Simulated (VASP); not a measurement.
Write the native input for VASP 6.6.1 that does the following.

* Task: single point
* Functional: r2SCAN
* Potentials or basis: VASP PAW PBE potentials, release 64 (Cr_pv)
* Cutoff: 520 eV
* k mesh: 11 × 11 × 11
* Occupations: fermi-dirac, width 0.05 eV
* Spin: collinear spin, antiferromagnetic start
* Starting moments: [3.4, -3.4] μB
* Dipole correction: no
* Further INCAR settings: ALGO = Normal; EDIFF = 1e-06; NBANDS = 23

Cr:

```
CELL_PARAMETERS angstrom
0.00000 2.72345 2.72345
2.72345 0.00000 2.72345
2.72345 2.72345 0.00000
ATOMIC_POSITIONS crystal
Cr 0.12500 0.12500 0.12500
Cr 0.87500 0.87500 0.87500
```

This isn't the form of Cr at room conditions, which is bcc.

The input as run:

POSCAR

```
Cr
1.0
    0.0000000000      2.7234454565      2.7234454565
    2.7234454565      0.0000000000      2.7234454565
    2.7234454565      2.7234454565      0.0000000000
Cr
2
Direct
    0.1250000000      0.1250000000      0.1250000000
    0.8750000000      0.8750000000      0.8750000000
```

INCAR.step1

```
SYSTEM = Cr
ALGO     = Normal         ! electronic algorithm
EDIFF    = 1E-4           ! SCF threshold, eV
ENCUT    = 520            ! plane-wave cutoff, eV
GGA      = PE             ! functional
ISMEAR   = -1             ! smearing method
ISPIN    = 2              ! spin polarisation
LASPH    = .TRUE.         ! aspherical terms in the spheres
LCHARG   = .FALSE.        ! write CHGCAR
LMAXMIX  = 4              ! l up to which the mixer works
LREAL    = .FALSE.        ! projectors in reciprocal space
LWAVE    = .TRUE.         ! write WAVECAR
MAGMOM   = 3.4 -3.4       ! initial moments
NBANDS   = 23             ! bands
NELM     = 150            ! most SCF steps
PREC     = Accurate       ! precision mode
SIGMA    = 0.05           ! smearing width, eV
```

INCAR.step2

```
SYSTEM = Cr
ALGO     = Normal         ! electronic algorithm
EDIFF    = 1E-6           ! SCF threshold, eV
ENCUT    = 520            ! plane-wave cutoff, eV
ISIF     = 2              ! what is computed and relaxed
ISMEAR   = -1             ! smearing method
ISPIN    = 2              ! spin polarisation
ISTART   = 1            
LASPH    = .TRUE.         ! aspherical terms in the spheres
LCHARG   = .FALSE.        ! write CHGCAR
LMAXMIX  = 4              ! l up to which the mixer works
LMIXTAU  = .TRUE.       
LORBIT   = 11             ! projections on sites
LREAL    = .FALSE.        ! projectors in reciprocal space
LWAVE    = .FALSE.        ! write WAVECAR
MAGMOM   = 3.4 -3.4       ! initial moments
METAGGA  = R2SCAN         ! meta-GGA
NBANDS   = 23             ! bands
NELM     = 150            ! most SCF steps
PREC     = Accurate       ! precision mode
SIGMA    = 0.05           ! smearing width, eV
```

KPOINTS

```
k-points
0
G
  11 11 11
  0 0 0
```

Potentials or basis: VASP PAW PBE potentials, release 64 (Cr_pv).

Run with:

```sh
$ cat potpaw_PBE.64/Cr_pv/POTCAR > POTCAR
$ cp INCAR.step1 INCAR
$ mpirun -np 1 vasp_std > vasp.out
$ cp INCAR.step2 INCAR
$ mpirun -np 1 vasp_std > vasp.out
```

It gave:

```yaml
Pressure: 4.1 GPa
Band_gap_on_the_k_mesh: zero (filled and empty bands overlap)
Net_moment: 0.00 μB per cell
Site_moments: Cr +3.42, -3.42 μB
Valence_electrons_inside_the_program's_atomic_spheres: Cr 11.05
```

Caveat: the cell stands under pressure; an empty level that is flat over the whole mesh can mark a ghost state of the potentials, or a narrow d or f band; the antiferromagnetic order is the one typed at the start, and another may lie lower; the PAW data sets were made with another functional, which shifts forces and pressure a little.

Wall time 4.8 min on 1 thread of AMD EPYC 9R45 96-Core Processor (Zen 5), with other jobs on the host, peak memory 0.21 GiB.
